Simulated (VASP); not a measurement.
Runs of VASP 6.6.1 on AlRu. The structure is that of space group Pm-3m (No. 221), or close to it. The cells are those of the table. 

| level | cell | k mesh | smearing | grid for exact exchange (PRECFOCK) | gap on the mesh (eV) | pressure (GPa) |
| --- | --- | --- | --- | --- | --- | --- |
| revPBE+D4 | a = 2.973 Å, 2 atoms | 9 × 9 × 9 | fermi-dirac 0.05 eV | - | none | (b) |
| r2SCAN50 | a = 2.992 Å, 2 atoms | 5 × 5 × 5 | fermi-dirac 0.05 eV | Normal | none | -12.0 |
| r2SCAN | a = 2.931 Å, 2 atoms | 9 × 9 × 9 | fermi-dirac 0.05 eV | - | none | 13.3 |
| PBE | a = 2.992 Å, 2 atoms | 9 × 9 × 9 | gaussian 0.017 eV | - | none | (a) |
| PBE | a = 2.992 Å, 2 atoms | 9 × 9 × 9 | fermi-dirac 0.05 eV | - | none | 3.2 |

Alike in all rows: task single point; potentials or basis VASP PAW PBE potentials, release 64 (Ru_pv, Al); no spin polarisation; cutoff (eV) 520.

Question: Estimate the missing entries.

Answer: (a) 2.5; (b) -0.2.

Caveats: some runs use coarse meshes; the PAW data sets were made with another functional, which shifts forces and pressure a little (some runs); pairwise dispersion overbinds metals, which lowers pressure and volume (some runs).

A k mesh can miss the band edges, and the runs leave out spin-orbit coupling on Ru.

A gap of «none» marks levels without a gap at the run's occupations.
